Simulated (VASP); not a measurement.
## Te: single point with r2SCAN

Te:

```
CELL_PARAMETERS angstrom
2.23673 1.29138 1.64023
-2.23673 1.29138 1.64023
0.00000 -2.58275 1.64023
ATOMIC_POSITIONS crystal
Te 0.50000 0.50000 0.50000
```

This cell differs from its parent crystal: strain -0.030 along x and y, -0.030 along z.

```json
{
  "Program": "VASP 6.6.1",
  "Task": "single point",
  "Functional": "r2SCAN",
  "Potentials or basis": "VASP PAW PBE potentials, release 64 (Te)",
  "Cutoff": "520 eV",
  "k mesh": "15 × 15 × 15",
  "Occupations": "gaussian, width 0.15 eV",
  "Spin": "no spin polarisation",
  "Dipole correction": "no",
  "Further INCAR settings": "ALGO = Normal; EDIFF = 1e-06; NBANDS = 9"
}
```

```
Pressure               : 8.9 GPa
Band gap on the k mesh : zero (bands 3 and 4 overlap by 5.92 eV)
```

Stress tensor (GPa, compression positive):
```
9.33 0.00 0.00
0.00 9.33 0.00
0.00 0.00 8.06
```

Levels at points of the mesh, in eV from the Fermi level:
| k point | band 1 | band 2 | band 3 | band 4 | band 5 | band 6 | band 7 | band 8 |
| --- | --- | --- | --- | --- | --- | --- | --- | --- |
| (0.00, 0.00, 0.00) | -15.41 | 1.08 | 1.67 | 1.67 | 6.26 | 6.26 | 7.95 | 18.25 |

Run time: 2.1 min on 1 thread of AMD EPYC 9R45 96-Core Processor (Zen 5) (shared host), peak memory 0.18 GiB.

Caveat: the cell differs from its parent crystal (strain -0.030 along x and y, -0.030 along z); the cell stands under pressure; the PAW data sets were made with another functional, which shifts forces and pressure a little; spin-orbit coupling is left out, which moves the levels of the heavy elements.
